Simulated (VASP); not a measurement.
Set up this calculation in VASP 6.6.1, as the native input.

* Task: single point
* Functional: PBEsol-based screened hybrid with 25 % exact exchange
* Potentials or basis: VASP PAW PBE potentials, release 64 (In_d, P)
* Cutoff: 520 eV
* k mesh: 4 × 4 × 4
* Occupations: fermi-dirac, width 0.05 eV
* Spin: no spin polarisation
* Dipole correction: no
* Grid for exact exchange (PRECFOCK): Normal
* Share of exact exchange: 0.25
* Further INCAR settings: ALGO = Normal; EDIFF = 1e-07; NBANDS = 16
* Screening parameter: 0.207 1/Å

InP:

```
In P
1.0
     0.00000    2.93050    2.93050
     2.93050    0.00000    2.93050
     2.93050    2.93050    0.00000
In P
1 1
Direct
  0.00000 0.00000 0.00000
  0.75000 0.75000 0.75000
```

These files were run (other wordings do the same):

POSCAR

```
InP
1.0
    0.0000000000      2.9305000000      2.9305000000
    2.9305000000      0.0000000000      2.9305000000
    2.9305000000      2.9305000000      0.0000000000
In P
1 1
Direct
    0.0000000000      0.0000000000      0.0000000000
    0.7500000000      0.7500000000      0.7500000000
```

INCAR.step1

```
SYSTEM = InP
ALGO = Normal
EDIFF = 1E-5
ENCUT = 520
GGA = PE
ISIF = 2
ISMEAR = -1
LASPH = .True.
LREAL = .False.
LWAVE = .True.
NBANDS = 16
NELM = 60
PREC = Accurate
SIGMA = 0.05
```

INCAR.step2

```
SYSTEM = InP
AEXX = 0.25
ALGO = Normal
EDIFF = 1E-7
ENCUT = 520
GGA = PS
HFSCREEN = 0.207
ISIF = 2
ISMEAR = -1
ISTART = 1
LASPH = .True.
LCHARG = .True.
LELF = .True.
LHFCALC = .True.
LREAL = .False.
LVHAR = .True.
LWAVE = .False.
NBANDS = 16
NELM = 60
PREC = Accurate
PRECFOCK = Normal
SIGMA = 0.05
```

KPOINTS

```
k-points
0
Gamma
  4 4 4
  0 0 0
```

Potentials or basis: VASP PAW PBE potentials, release 64 (In_d, P).

Run with:

```bash
$ cat potpaw_PBE.64/In_d/POTCAR potpaw_PBE.64/P/POTCAR > POTCAR
$ cp INCAR.step1 INCAR
$ mpirun -np 1 vasp_std > vasp.out
$ cp INCAR.step2 INCAR
$ mpirun -np 1 vasp_std > vasp.out
```

It gave:

* Pressure: -0.3 GPa
* Band gap on the k mesh: 1.42 eV

Caveat: the k points lie up to 0.46 Å⁻¹ apart; the PAW data sets were made with another functional, which shifts forces and pressure a little; spin-orbit coupling is left out, which moves the levels of the heavy elements.

It took 6.1 min on 1 thread of Intel(R) Xeon(R) Platinum 8259CL CPU @ 2.50GHz (Skylake/Cascade Lake), with other jobs on the host, peak memory 0.28 GiB.
